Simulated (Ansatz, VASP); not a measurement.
**ZnO in VASP and in Ansatz**

```
CELL_PARAMETERS angstrom
3.23047 0.00000 0.00000
-1.61524 2.79767 0.00000
0.00000 0.00000 5.10979
ATOMIC_POSITIONS crystal
Zn 0.66667 0.33333 0.49787
Zn 0.33333 0.66667 0.99787
O 0.66667 0.33333 0.88244
O 0.33333 0.66667 0.38244
```

Change from the starting cell: strain along c alone, the other axes held, atoms relaxed: -2.0 %.

Alike in both runs: functional PBEsol; k mesh 12 × 12 × 6; occupations gaussian, width 0.02 eV; no spin polarisation.

Ansatz relaxed the structure, and its values are those at the end. VASP's run is a single point on that final structure, the one shown.

```csv
,VASP,Ansatz
version,VASP 6.6.1,Ansatz 0.2.0
potentials or method,"VASP PAW PBE potentials, release 64 (Zn, O), cutoff 520 eV","scalar-relativistic, plane waves, PAW"
valence electrons in the cell,36,36
```

|  | VASP | Ansatz | Ansatz less VASP |
| --- | --- | --- | --- |
| gap on the k mesh at the Fermi level (eV) | 0.74 | 0.76 | +0.014 |
| least direct gap on the mesh (eV) | 0.74 | 0.76 | +0.014 |
| pressure (GPa) | 4.0 | 3.0 | -1.02 |

VASP's potentials were made for PBE, not for PBEsol. Ansatz's warnings: stress scf threshold loose.
